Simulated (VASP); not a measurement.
Wanted: the native input for a VASP 6.6.1 run.

| Item | Value |
| --- | --- |
| Task | single point |
| Functional | PBEsol |
| Potentials or basis | VASP PAW PBE potentials, release 64 (Ta_pv, Cu) |
| Cutoff | 520 eV |
| k mesh | 9 × 9 × 9 |
| Occupations | fermi-dirac, width 0.05 eV |
| Spin | no spin polarisation |
| Dipole correction | no |
| Further INCAR settings | ALGO = Fast; EDIFF = 1e-06; NBANDS = 30 |

The structure of Ta3Cu lies in POSCAR:

```
Ta3Cu
1.0
   -2.0197955131      2.0197955131      4.2360394877
    2.0197955131     -2.0197955131      4.2360394877
    2.0197955131      2.0197955131     -4.2360394877
Ta Cu
3 1
Direct
    0.5000000000      0.5000000000      0.0000000000
    0.2500000000      0.7500000000      0.5000000000
    0.7500000000      0.2500000000      0.5000000000
    0.0000000000      0.0000000000      0.0000000000
```

These files were run (other wordings do the same):

INCAR

```
ALGO = Fast
EDIFF = 1E-6
ENCUT = 520
GGA = PS
ISIF = 2
ISMEAR = -1
LASPH = True
LCHARG = False
LREAL = False
LWAVE = False
NBANDS = 30
NELM = 100
PREC = Accurate
SIGMA = 0.05
```

KPOINTS

```
k-points
0
Gamma
  9 9 9
```

Potentials or basis: VASP PAW PBE potentials, release 64 (Ta_pv, Cu).

Command:

```bash
$ cat potpaw_PBE.64/Ta_pv/POTCAR potpaw_PBE.64/Cu/POTCAR > POTCAR
$ mpirun -np 1 vasp_std > vasp.out
```

It gave:

| Item | Value |
| --- | --- |
| Pressure | -9.0 GPa |
| Band gap on the k mesh | zero (bands 22 and 23 overlap by 1.27 eV) |

Caveat: the cell stands under tension; the PAW data sets were made with another functional, which shifts forces and pressure a little; spin-orbit coupling is left out, which moves the levels of the heavy elements.

Run time: 3.3 min on 1 thread of Intel(R) Xeon(R) 6975P-C (Granite Rapids), on a shared host, peak memory 0.33 GiB.
